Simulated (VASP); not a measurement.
# C13O in VASP: a series of runs

C13O is run at these levels: PBEsol; tasks: single point.

All numbers are computed with VASP 6.6.1; they aren't measurements. Logs are shortened: lines on timing, memory, paths and dates and some standing lists are left out, and cuts for length are marked.

## 1. The cell of the first run

The cell holds a slab with vacuum, 14 atoms: a = 2.513 Å, b = 3.554 Å, c = 26.432 Å, α = 90.00°, β = 90.00°, γ = 90.00°.

## 2. Single point, PBEsol

INCAR

```
ALGO = Normal
DIPOL = 0.5 0.5 0.467
EDIFF = 1E-6
ENCUT = 520
GGA = PS
IDIPOL = 3
ISIF = 2
ISMEAR = 0
LASPH = True
LCHARG = False
LDIPOL = True
LREAL = False
LWAVE = False
NBANDS = 42
NELM = 80
PREC = Accurate
SIGMA = 0.05
```

KPOINTS

```
k-points
0
Gamma
  11 8 1
```

POSCAR

```
C13O
1.0
    2.5129226041      0.0000000000      0.0000000000
    0.0000000000      3.5538092279      0.0000000000
    0.0000000000      0.0000000000     26.4323065103
C O
13 1
Direct
    0.5000000000      0.0000000000      0.3215761741
    0.0000000000      0.2500000000      0.3215761741
    0.0000000000      0.5000000000      0.3691112351
    0.5000000000      0.7500000000      0.3691112351
    0.5000000000      0.0000000000      0.4166462961
    0.0000000000      0.2500000000      0.4166462961
    0.0000000000      0.5005660558      0.4641826283
    0.5000000000      0.7495886203      0.4640703040
    0.5000000000     -0.0009256306      0.5120852677
    0.0000000000      0.2501779944      0.5115038396
    0.0000000000      0.5053550043      0.5599814785
    0.5000000000      0.7554871551      0.5595075198
    0.0000000000      0.2221782486      0.6030100344
    0.0000000000      0.2252292525      0.6471506349
```

Potentials or basis: VASP PAW PBE potentials, release 64 (C, O).

On the command line:

```console
$ cat potpaw_PBE.64/C/POTCAR potpaw_PBE.64/O/POTCAR > POTCAR
$ mpirun -np 1 vasp_std > vasp.out
```

OUTCAR:

```text
EDIFF = 1E-6
   ENCUT = 520
   GGA = PS
   ISIF = 2
   ISMEAR = 0
   LASPH = True
   LREAL = False
   NELM = 80
   PREC = Accurate

 ion  position               nearest neighbor table
   1  0.500  0.000  0.322-   2 1.54   2 1.54   4 1.54
   2  0.000  0.250  0.322-   1 1.54   1 1.54   3 1.54
   3  0.000  0.500  0.369-   4 1.54   4 1.54   6 1.54   2 1.54
   4  0.500  0.750  0.369-   3 1.54   3 1.54   5 1.54   1 1.54
   5  0.500  0.000  0.417-   8 1.54   6 1.54   6 1.54   4 1.54
   6  0.000  0.250  0.417-   5 1.54   5 1.54   3 1.54   7 1.54
   7  0.000  0.501  0.464-  10 1.54   8 1.54   8 1.54   6 1.54
   8  0.500  0.750  0.464-   7 1.54   7 1.54   5 1.54   9 1.55
   9  0.500  0.999  0.512-  12 1.52  10 1.54  10 1.54   8 1.55
  10  0.000  0.250  0.512-   7 1.54   9 1.54   9 1.54  11 1.57
  11  0.000  0.505  0.560-  13 1.52  12 1.54  12 1.54  10 1.57
  12  0.500  0.755  0.560-   9 1.52  11 1.54  11 1.54
  13  0.000  0.222  0.603-  14 1.17  11 1.52
  14  0.000  0.225  0.647-  13 1.17

  LATTYP: Found a simple orthorhombic cell.
 ALAT       =     2.5129226041
 B/A-ratio  =     1.4142135624
 C/A-ratio  =    10.5185517720

  Lattice vectors:

 A1 = (   2.5129226041,   0.0000000000,   0.0000000000)
 A2 = (   0.0000000000,   3.5538092279,   0.0000000000)
 A3 = (   0.0000000000,   0.0000000000,  26.4323065103)

Analysis of symmetry for initial positions (statically):
=====================================================================
 Subroutine PRICEL returns:
 Original cell was already a primitive cell.

 Routine SETGRP: Setting up the symmetry group for a
 simple orthorhombic supercell.

 Subroutine GETGRP returns: Found  2 space group operations
 (whereof  2 operations were pure point group operations)
 out of a pool of  8 trial point group operations.

The static configuration has the point symmetry C_1h.

Analysis of symmetry for dynamics (positions and initial velocities):
=====================================================================
 Subroutine PRICEL returns:
 Original cell was already a primitive cell.

 Routine SETGRP: Setting up the symmetry group for a
 simple orthorhombic supercell.

 Subroutine GETGRP returns: Found  2 space group operations
 (whereof  2 operations were pure point group operations)
 out of a pool of  8 trial point group operations.

The dynamic configuration has the point symmetry C_1h.

 Subroutine INISYM returns: Found  2 space group operations
 (whereof  2 operations are pure point group operations),
 and found     1 'primitive' translations

----------------------------------------------------------------------------------------

                                     Primitive cell

  volume of cell :     236.0523

  direct lattice vectors                    reciprocal lattice vectors
     2.512922604  0.000000000  0.000000000     0.397943016  0.000000000  0.000000000
     0.000000000  3.553809228  0.000000000     0.000000000  0.281388205  0.000000000
     0.000000000  0.000000000 26.432306510     0.000000000  0.000000000  0.037832491

  length of vectors
     2.512922604  3.553809228 26.432306510     0.397943016  0.281388205  0.037832491

  position of ions in fractional coordinates (direct lattice)
     0.500000000  0.000000000  0.321576174
     0.000000000  0.250000000  0.321576174
     0.000000000  0.500000000  0.369111235
     0.500000000  0.750000000  0.369111235
     0.500000000  0.000000000  0.416646296
     0.000000000  0.250000000  0.416646296
     0.000000000  0.500566056  0.464182628
     0.500000000  0.749588620  0.464070304
     0.500000000  0.999074369  0.512085268
     0.000000000  0.250177994  0.511503840
     0.000000000  0.505355004  0.559981478
     0.500000000  0.755487155  0.559507520
     0.000000000  0.222178249  0.603010034
     0.000000000  0.225229253  0.647150635

  ion indices of the primitive-cell ions
   primitive index   ion index
                 1           1
                 2           2
                 3           3
                 4           4
                 5           5
                 6           6
                 7           7
                 8           8
                 9           9
                10          10
                11          11
                12          12
                13          13
                14          14

----------------------------------------------------------------------------------------

 KPOINTS: k-points

Automatic generation of k-mesh.
 Grid dimensions read from file:
 generate k-points for:   11    8    1

 Generating k-lattice:

  Cartesian coordinates                     Fractional coordinates (reciprocal lattice)
     0.036176638  0.000000000  0.000000000     0.090909091  0.000000000  0.000000000
     0.000000000  0.035173526  0.000000000     0.000000000  0.125000000  0.000000000
     0.000000000  0.000000000  0.037832491     0.000000000  0.000000000  1.000000000

  Length of vectors
     0.036176638  0.035173526  0.037832491

  Shift w.r.t. Gamma in fractional coordinates (k-lattice)
     0.000000000  0.000000000  0.000000000

 Subroutine IBZKPT returns following result:
 ===========================================

 Found     30 irreducible k-points:

 Following reciprocal coordinates:
            Coordinates               Weight
  0.000000  0.000000  0.000000      1.000000
  0.090909  0.000000  0.000000      2.000000
  0.181818  0.000000  0.000000      2.000000
  0.272727  0.000000  0.000000      2.000000
  0.363636  0.000000  0.000000      2.000000
  0.454545  0.000000  0.000000      2.000000
[... 16 lines left out ...]
  0.363636  0.375000  0.000000      4.000000
  0.454545  0.375000  0.000000      4.000000
 [... further k-points ...]
   k-points           NKPTS =     30   k-points in BZ     NKDIM =     30   number of bands    NBANDS=     42
   number of dos      NEDOS =    301   number of ions     NIONS =     14
   total plane-waves  NPLWV = 112000
   dimension x,y,z NGX =    20 NGY =   28 NGZ =  200
   dimension x,y,z NGXF=    40 NGYF=   56 NGZF=  400
   ions per type =              13   1
   NGX,Y,Z   is equivalent  to a cutoff of  13.23, 13.10, 12.58 a.u.
   NGXF,Y,Z  is equivalent  to a cutoff of  26.46, 26.20, 25.16 a.u.
 SYSTEM =  unknown system
   PREC   = accura    normal or accurate (medium, high low for compatibility)
   ISTART =      0    job   : 0-new  1-cont  2-samecut
   ICHARG =      2    charge: 1-file 2-atom 10-const
   ISPIN  =      1    spin polarized calculation?
   LNONCOLLINEAR =      F non collinear calculations
   LSORBIT =      F    spin-orbit coupling
   LASPH  =      T    aspherical Exc in radial PAW
   ENCUT  =  520.0 eV  38.22 Ry    6.18 a.u.   4.67  6.61 49.15*2*pi/ulx,y,z
   NELM   =     80;   NELMIN=  2; NELMDL= -5     # of ELM steps
   EDIFF  = 0.1E-05   stopping-criterion for ELM
   LREAL  =      F    real-space projection
[... 7 lines left out ...]
   TEBEG  =    0.0;   TEEND  =   0.0 temperature during run
   PSTRESS=    0.0 pullay stress
   NELECT =      58.0000    total number of electrons
   NUPDOWN=      -1.0000    fix difference up-down
   EMIN   =  10.00;   EMAX   =-10.00  energy-range for DOS
   EFERMI =   0.00;   METHOD = LEGACY
   ISMEAR =     0;   SIGMA  =   0.05  broadening in eV -4-tet -1-fermi 0-gaus
   EFERMI_NEDOS =   21; number of points for ismear=-14 and -15
   IALGO  =     38    algorithm
   IMIX   =      4    mixing-type and parameters
     AMIX     =   0.40;   BMIX     =  1.00
     AMIX_MAG =   1.60;   BMIX_MAG =  1.00
  volume/ion in A,a.u.               =      16.86       113.78
  Fermi-wavevector in a.u.,A,eV,Ry     =   1.025372  1.937672 14.304995  1.051387
  Thomas-Fermi vector in A             =   2.159209
   LORBIT       =      0    0 simple, 1 ext, 2 COOP (PROOUT), +10 PAW based schemes
   GGA     = PS    functional components
   LHFCALC =     F    Hartree Fock is set to
   AEXX    =    0.0000 exact exchange contribution
   IVDW    =     0    specifies the selected vdW correction
   LEPSILON=     F    determine dielectric tensor
   LRPA    =     F    only Hartree local field effects (RPA)
 non-spin polarized calculation
 Gauss-broadening in eV      SIGMA  =   0.05
  energy-cutoff  :      520.00
  volume of cell :      236.05
 maximum number of plane-waves:      6395
 NGX is ok and might be reduce to    20
   NGX =  9   NGY = 13   NGZ = 99

 dipolmoment           0.000000      0.000000     -0.003259 electrons x Angstroem

 number of electron      58.0000000 magnetization

 dipolmoment           0.000000      0.000000      0.006124 electrons x Angstroem

 Free energy of the ion-electron system (eV)
  ---------------------------------------------------
  ext. energy  EPLUGINS =         0.00000000
  ---------------------------------------------------
  free energy    TOTEN  =      -124.94287581 eV

  energy without entropy =     -124.94111581  energy(sigma->0) =     -124.94199581

 E-fermi :  -0.5894     XC(G=0):  -5.3405

 val. band max:       -0.5978400381   @ k =   0.1818   0.5000   0.0000
 cond. band min:      -0.5798212590   @ k =   0.1818   0.5000   0.0000
 fundamental gap:      0.0180187791
 Fermi energy:        -0.5893696537

 k-point     1 :       0.0000    0.0000    0.0000
  band No.  band energies     occupation
      1     -24.6642      2.00000
      2     -22.4434      2.00000
      3     -21.0944      2.00000
      4     -19.1653      2.00000
      5     -16.7938      2.00000
      6     -14.6026      2.00000
[... 1045 lines left out ...]
     40       8.3632      0.00000
     41       8.6385      0.00000

 [... further k-points ...]

 [bands above 41 left out]

------------------------ aborting loop because EDIFF is reached ----------------------------------------

 vacuum level on the upper side and lower side of the slab       (xc-potential included)        -0.151        -0.292

  FORCE on cell =-STRESS in cart. coord.  units (eV):
  Direction    XX          YY          ZZ          XY          YZ          ZX
  --------------------------------------------------------------------------------------
  -------------------------------------------------------------------------------------
  Total       -3.0700538     -6.9097307     -1.7264357      0.0000000     -0.0230120      0.0000000
  in kB      -20.8376281    -46.8989824    -11.7179785      0.0000000     -0.1561910      0.0000000
  external PRESSURE =     -26.4848630 kB  Pullay stress =       0.0000000 kB

 VOLUME and BASIS-vectors are now :
 -----------------------------------------------------------------------------
  energy-cutoff  :      520.00
  volume of cell :      236.05
      direct lattice vectors                 reciprocal lattice vectors
     2.512922604  0.000000000  0.000000000     0.397943016  0.000000000  0.000000000
     0.000000000  3.553809228  0.000000000     0.000000000  0.281388205  0.000000000
     0.000000000  0.000000000 26.432306510     0.000000000  0.000000000  0.037832491

 POSITION                                       TOTAL-FORCE (eV/Angst)
 -----------------------------------------------------------------------------------
      1.25646      0.00000      8.50000         0.000000      4.365168      1.139093
      0.00000      0.88845      8.50000         0.000000     -4.361758      1.138339
      0.00000      1.77690      9.75646         0.000000      1.130561     -1.137409
      1.25646      2.66536      9.75646         0.000000     -1.137545     -1.169032
      1.25646      0.00000     11.01292         0.000000      0.406463     -0.011996
      0.00000      0.88845     11.01292         0.000000     -0.402496     -0.034251
      0.00000      1.77892     12.26942         0.000000      0.013021      0.006063
      1.25646      2.66389     12.26645         0.000000     -0.006279     -0.005120
      1.25646      3.55052     13.53559         0.000000     -0.010498      0.012949
      0.00000      0.88908     13.52023         0.000000      0.003193      0.014945
      0.00000      1.79594     14.80160         0.000000     -0.007850      0.003471
      1.25646      2.68486     14.78907         0.000000      0.026341      0.026123
      0.00000      0.78958     15.93895         0.000000     -0.024311     -0.800067
      0.00000      0.80042     17.10568         0.000000      0.005990      0.816892
 -----------------------------------------------------------------------------------
    total drift:                                0.000000      0.000276     -0.001139

  FREE ENERGIE OF THE ION-ELECTRON SYSTEM (eV)
  ---------------------------------------------------
  free  energy   TOTEN  =      -124.9428758107 eV

  energy  without entropy=     -124.9411158057  energy(sigma->0) =     -124.94199581

 vacuum level on the upper side and lower side of the slab         5.360         5.232
```

Run time: 4.5 min. Hardware: 1 thread of AMD EPYC 9R45 (Zen 5), shared host; peak memory 0.41 GiB.

What came out:

* Free energy: -124.9429 eV
* Largest force: 4.511 eV/Å
* Band gap on the k mesh: 0.02 eV

Forces on the atoms (eV/Å):
```
C    0.000  4.365  1.139
C    0.000 -4.362  1.138
C    0.000  1.131 -1.137
C    0.000 -1.138 -1.169
C    0.000  0.406 -0.012
C    0.000 -0.402 -0.034
C    0.000  0.013  0.006
C    0.000 -0.006 -0.005
C    0.000 -0.010  0.013
C    0.000  0.003  0.015
C    0.000 -0.008  0.003
C    0.000  0.026  0.026
C    0.000 -0.024 -0.800
O    0.000  0.006  0.817
```

Caveat: the PAW data sets were made with another functional, which shifts forces and pressure a little.

(Part 1 of 2 ends here.)
